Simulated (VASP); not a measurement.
A run of VASP 6.6.1 is set up as follows.

INCAR

```
SYSTEM = SiC
  PREC = Accurate
  ENCUT = 600
  EDIFF = 1E-7
  ISMEAR = -1
  SIGMA = 0.05
  LREAL = .False.
  LASPH = .True.
  NELM = 100
  ALGO = Normal
  ISIF = 3
  LWAVE = .False.
  LCHARG = .False.
  GGA = PS
  IBRION = 2
  NSW = 60
  EDIFFG = -0.01
```

Contents of KPOINTS:

```
regular mesh
0
Gamma
  10 10 3
  0 0 0
```

Contents of POSCAR:

```
SiC
1.0
    3.0756941497      0.0000000000      0.0000000000
   -1.5378470748      2.6636292679      0.0000000000
    0.0000000000      0.0000000000     10.0706464800
Si C
4 4
Direct
    0.0000000000      0.0000000000      0.1878943800
    0.0000000000      0.0000000000      0.6878943800
    0.3333333333      0.6666666667      0.4378419800
    0.6666666667      0.3333333333      0.9378419800
    0.0000000000      0.0000000000      0.0004600500
    0.0000000000      0.0000000000      0.5004600500
    0.3333333333      0.6666666667      0.2498025900
    0.6666666667      0.3333333333      0.7498025900
```

Potentials or basis: VASP PAW PBE potentials, release 64 (Si, C).

Run with:

```bash
$ cat potpaw_PBE.64/Si/POTCAR potpaw_PBE.64/C/POTCAR > POTCAR
$ mpirun -np 1 vasp_std > vasp.out
```

(1) What does it give for the band gap on the k mesh?

(2) Estimate the space group after relaxing (to 0.1 Å).

Results:

(1) 2.11 eV (least direct gap 3.23 eV).

(2) P6_3mc (No. 186).

Caveat: an odd mesh through Γ misses points on the zone boundary, where band edges can lie.
